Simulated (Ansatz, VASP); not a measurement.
# Mg: VASP beside Ansatz

```
Mg
1.0
     0.00000    2.28827    2.28827
     2.28827    0.00000    2.28827
     2.28827    2.28827    0.00000
Mg
1
Cartesian
  0.0000 0.0000 0.0000
```

Change from the starting cell: volume scaled by 1.06.

Alike in both runs: task single point; functional RPBE; dispersion D3(BJ); k mesh 10 × 10 × 10; occupations gaussian, width 0.15 eV; no spin polarisation.

|  | VASP | Ansatz |
| --- | --- | --- |
| version | VASP 6.6.1 | Ansatz 0.2.0 |
| potentials or method | VASP PAW PBE potentials, release 64 (Mg), cutoff 520 eV | all-electron LAPW, scalar-relativistic |

VASP gave:

* gap on the k mesh at the Fermi level (eV): none
* pressure (GPa): -13.2

Which values does Ansatz return?

gap on the k mesh at the Fermi level (eV): none; pressure (GPa): -13.1.

VASP's potentials were made for PBE, not for RPBE. A gap of «none» marks a metal or a gap that the smearing closes. Ansatz ran all-electron here, and VASP with PAW potentials.
